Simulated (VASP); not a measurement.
A run of VASP 6.6.1:

Contents of POSCAR:

```
Mg
1.0
    2.9590815737      0.0000000000      0.0000000000
    0.0000000000      2.9590815737      0.0000000000
    0.0000000000      0.0000000000      2.9590815737
Mg
1
Direct
    0.0000000000      0.0000000000      0.0000000000
```

The input INCAR.step1:

```
ALGO = Normal
EDIFF = 1E-6
ENCUT = 520
ISIF = 2
ISMEAR = -1
LASPH = True
LCHARG = True
LREAL = False
LWAVE = False
NBANDS = 7
NELM = 80
PREC = Accurate
SIGMA = 0.05
```

KPOINTS.step1

```
k-points
0
Gamma
  15 15 15
```

The input INCAR.step2:

```
ALGO = Normal
EDIFF = 1E-6
ENCUT = 520
ICHARG = 11
ISIF = 2
ISMEAR = -5
LASPH = True
LCHARG = False
LORBIT = 11
LREAL = False
LWAVE = False
NEDOS = 1001
NELM = 80
PREC = Accurate
SIGMA = 0.05
```

The input KPOINTS.step2:

```
k-points
0
Gamma
  23 23 23
```

Potentials or basis: VASP PAW LDA potentials, release 64 (Mg).

Launch:

```bash
$ cat potpaw_LDA.64/Mg/POTCAR > POTCAR
$ cp INCAR.step1 INCAR
$ cp KPOINTS.step1 KPOINTS
$ mpirun -np 1 vasp_std > vasp.out
$ cp INCAR.step2 INCAR
$ cp KPOINTS.step2 KPOINTS
$ mpirun -np 1 vasp_std > vasp.out
```

Hardware: 1 thread of Intel(R) Xeon(R) 6975P-C (Granite Rapids) (shared host).

Task: Estimate the wall time of this run.

Result: Wall time 11 s on 1 thread of Intel(R) Xeon(R) 6975P-C (Granite Rapids), on a shared host, peak memory 0.17 GiB. Counts: k points 364.
